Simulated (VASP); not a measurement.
A run of VASP 6.6.1 is set up as follows.

Contents of INCAR:

```
PREC = Accurate ; ENCUT = 520
EDIFF = 1E-6 ; ISMEAR = -1
SIGMA = 0.1 ; LREAL = False
LASPH = True ; NELM = 80
ALGO = Normal ; ISIF = 2
LWAVE = False ; LCHARG = False
GGA = B5 ; ALDAX = 1.0
AGGAX = 1.0 ; AGGAC = 1.0
ALDAC = 0.0 ; NBANDS = 12
```

Contents of KPOINTS:

```
Automatic mesh
0
Gamma
  13 13 13
```

Contents of POSCAR:

```
Ta
1.0
    2.8504207047      0.0000000000      0.0000000000
    0.0000000000      2.8504207047      0.0000000000
    0.0000000000      0.0000000000      2.8504207047
Ta
1
Direct
    0.0000000000      0.0000000000      0.0000000000
```

Potentials or basis: VASP PAW PBE potentials, release 64 (Ta_pv).

Run with:

```console
$ cat potpaw_PBE.64/Ta_pv/POTCAR > POTCAR
$ mpirun -np 1 vasp_std > vasp.out
```

**Question.** What does it give for the pressure?

**Answer.** -8.0 GPa.

Caveat: the PAW data sets were made with another functional, which shifts forces and pressure a little.
